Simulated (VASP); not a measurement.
Runs of VASP 6.6.1 on SrO. The structure is that of space group Fm-3m (No. 225), or close to it. The cells are those of the table. 

```csv
cell,gap on the mesh (eV),pressure (GPa)
"a = 3.680, b = 3.680, c = 3.725 Å, angles 59.6, 59.6, 60.8°, 2 atoms",3.18,-0.8
"a = 3.816 Å, angles 60.0°, 2 atoms",(b),-7.2
"a = 3.589, b = 3.589, c = 3.634 Å, angles 59.6, 59.6, 60.8°, 2 atoms",3.11,6.3
"a = 3.726, b = 3.726, c = 3.634 Å, angles 60.8, 60.8, 58.4°, 2 atoms",3.20,-0.5
"a = 3.680, b = 3.680, c = 3.634 Å, angles 60.4, 60.4, 59.2°, 2 atoms",3.22,(a)
"a = 3.725 Å, angles 60.0°, 2 atoms",3.29,-2.8
"a = 3.771, b = 3.771, c = 3.725 Å, angles 60.4, 60.4, 59.2°, 2 atoms",3.26,-4.4
"a = 3.543 Å, angles 60.0°, 2 atoms",3.20,12.5
```

Alike in all rows: task single point; level PBE; potentials or basis VASP PAW PBE potentials, release 64 (Sr_sv, O); no spin polarisation; k mesh 8 × 8 × 8; cutoff (eV) 520; smearing gaussian 0.05 eV.

Task: Estimate the missing entries.

Result: (a) 1.3; (b) 3.03.

A k mesh can miss the band edges, and the runs leave out spin-orbit coupling on Sr.
